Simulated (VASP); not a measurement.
## CdTe (rocksalt type): single point with PBE

CdTe (rocksalt type):

```
Cd Te
1.0
     0.00000    2.74434    2.74434
     2.74434    0.00000    2.74434
     2.74434    2.74434    0.00000
Cd Te
1 1
Direct
  0.00000 0.00000 0.00000
  0.50000 0.50000 0.50000
```

This cell differs from its parent crystal: volume scaled by 0.72.

| Property | Result |
| --- | --- |
| Program | VASP 6.6.1 |
| Task | single point |
| Functional | PBE |
| Potentials or basis | VASP PAW PBE potentials, release 64 (Cd, Te) |
| Cutoff | 520 eV |
| k mesh | 11 × 11 × 11 |
| Occupations | fermi-dirac, width 0.05 eV |
| Spin | no spin polarisation |

```
Pressure               : 35.1 GPa
Band gap on the k mesh : zero (band 9 reaches 8.08 eV, above the bottom of band 10 at 6.40 eV)
```

Levels at points of the mesh, in eV from the Fermi level:
| k point | band 5 | band 6 | band 7 | band 8 | band 9 | band 10 | band 11 | band 12 | band 13 | band 14 |
| --- | --- | --- | --- | --- | --- | --- | --- | --- | --- | --- |
| (0.00, 0.00, 0.00) | -9.45 | -9.45 | -0.92 | -0.92 | -0.92 | 2.29 | 7.11 | 7.11 | 7.11 | 7.39 |

It took 32 s on 1 thread of Intel Xeon 6975P-C (shared host), peak memory 0.19 GiB.

Caveat: spin-orbit coupling is left out, which moves the levels of the heavy elements.
